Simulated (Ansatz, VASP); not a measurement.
Sn2GeP2 in VASP and in Ansatz

```
Sn Ge P
1.0
     3.86214    0.00000    0.00000
    -1.93107    3.34471    0.00000
     0.00000    0.00000    8.89881
Sn Ge P
2 1 2
Direct
  0.66667 0.33333 0.34329
  0.33333 0.66667 0.65671
  0.00000 0.00000 0.00000
  0.66667 0.33333 0.82613
  0.33333 0.66667 0.17387
```

Change from the starting cell: species swapped into the YbAl2Ge2 type (P-3m1, No. 164).

Alike in both runs: functional PBE; k mesh 6 × 6 × 2; occupations gaussian, width 0.1 eV; no spin polarisation.

Ansatz relaxed the structure, and its values are those at the end. VASP's run is a single point on that final structure, the one shown.

|  | VASP | Ansatz |
| --- | --- | --- |
| version | VASP 6.6.1 | Ansatz 0.2.0 |
| potentials or method | VASP PAW PBE potentials, release 64 (Sn_d, Ge_d, P), cutoff 520 eV | scalar-relativistic, plane waves, PAW |
| valence electrons in the cell | 52 | 52 |

|  | VASP | Ansatz | Ansatz less VASP |
| --- | --- | --- | --- |
| gap on the k mesh at the Fermi level (eV) | none | none | - |
| pressure (GPa) | -0.1 | -0.1 | +0.08 |
| rms of the force components (eV/Å) | 0.003 | 0.003 | -0.0006 |

A gap of «none» marks a metal or a gap that the smearing closes.
